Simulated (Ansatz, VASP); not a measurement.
## One calculation of BW3, two programs

INCAR

```
SYSTEM = BW3
PREC     = Accurate       ! precision mode
ENCUT    = 520            ! plane-wave cutoff, eV
EDIFF    = 1E-6           ! SCF threshold, eV
ISMEAR   = 0              ! smearing method
SIGMA    = 0.1            ! smearing width, eV
LREAL    = .FALSE.        ! projectors in reciprocal space
LASPH    = .TRUE.         ! aspherical terms in the spheres
NELM     = 80             ! most SCF steps
ALGO     = Fast           ! electronic algorithm
ISIF     = 2              ! what is computed and relaxed
LWAVE    = .FALSE.        ! write WAVECAR
LCHARG   = .TRUE.         ! write CHGCAR
GGA      = PE             ! functional
LELF     = .TRUE.         ! ELF
LVHAR    = .TRUE.       
NBANDS   = 55             ! bands
```

The input KPOINTS:

```
Automatic mesh
0
G
  8 8 8
  0 0 0
```

File POSCAR:

```
BW3
1.0
    4.8087979862      0.0000000000      0.0000000000
    0.0000000000      4.8087979862      0.0000000000
    0.0000000000      0.0000000000      4.8087979862
B W
2 6
Direct
    0.0000000000      0.0000000000      0.0000000000
    0.5000000000      0.5000000000      0.5000000000
    0.2500000000      0.0000000000      0.5000000000
    0.5000000000      0.7500000000      0.0000000000
    0.7500000000      0.0000000000      0.5000000000
    0.5000000000      0.2500000000      0.0000000000
    0.0000000000      0.5000000000      0.7500000000
    0.0000000000      0.5000000000      0.2500000000
```

Input for Ansatz:

```yaml
crystal:
  lattice:
    - [4.8087979862, 0.0, 0.0]
    - [0.0, 4.8087979862, 0.0]
    - [0.0, 0.0, 4.8087979862]
  atoms:
    - { symbol: B, position: [0.0, 0.0, 0.0] }
    - { symbol: B, position: [0.5, 0.5, 0.5] }
    - { symbol: W, position: [0.25, 0.0, 0.5] }
    - { symbol: W, position: [0.5, 0.75, 0.0] }
    - { symbol: W, position: [0.75, 0.0, 0.5] }
    - { symbol: W, position: [0.5, 0.25, 0.0] }
    - { symbol: W, position: [0.0, 0.5, 0.75] }
    - { symbol: W, position: [0.0, 0.5, 0.25] }
basis:
  ecutwfc: 420
kpoints:
  mp_grid: { grid: [8, 8, 8] }
  band_path:
    path:
      - [[0.0, 0.0, 0.0], [0.0, 0.5, 0.0], [0.5, 0.5, 0.0], [0.0, 0.0, 0.0], [0.5, 0.5, 0.5], [0.0, 0.5, 0.0]]
      - [[0.5, 0.5, 0.5], [0.5, 0.5, 0.0]]
    npoints: 14
hamiltonian:
  xc: pbe
scf:
  occupations: { method: gaussian, width: 0.1 }
  n_extra_bands: 20
output:
  forces: true
  stress: true
  eigenvalues: true
  populations: true
  dos: { projected: true, de: 0.02, nscf_kmesh: { grid: [10, 10, 10] } }
  bader: true
  write_density: true
  write_potential: true
  elf: true
  volumetric_format: npy
```

Alike in both runs: task single point; functional PBE; k mesh 8 × 8 × 8; occupations gaussian, width 0.1 eV; no spin polarisation.

```csv
,VASP,Ansatz
version,VASP 6.6.1,Ansatz 0.2.0
potentials or method,"VASP PAW PBE potentials, release 64 (B, W_sv), cutoff 520 eV","scalar-relativistic, plane waves, PAW"
valence electrons in the cell,90,90
```

Ansatz gave:

| Quantity | Value |
| --- | --- |
| gap on the k mesh at the Fermi level (eV) | none |
| pressure (GPa) | 0.0 |

Task: Which values does VASP return?

Result: gap on the k mesh at the Fermi level (eV): none; pressure (GPa): 1.1.

A gap of «none» marks a metal or a gap that the smearing closes. With one functional, cell and mesh, what is left measures potentials, basis and numerics.

Spin-orbit coupling is off throughout.
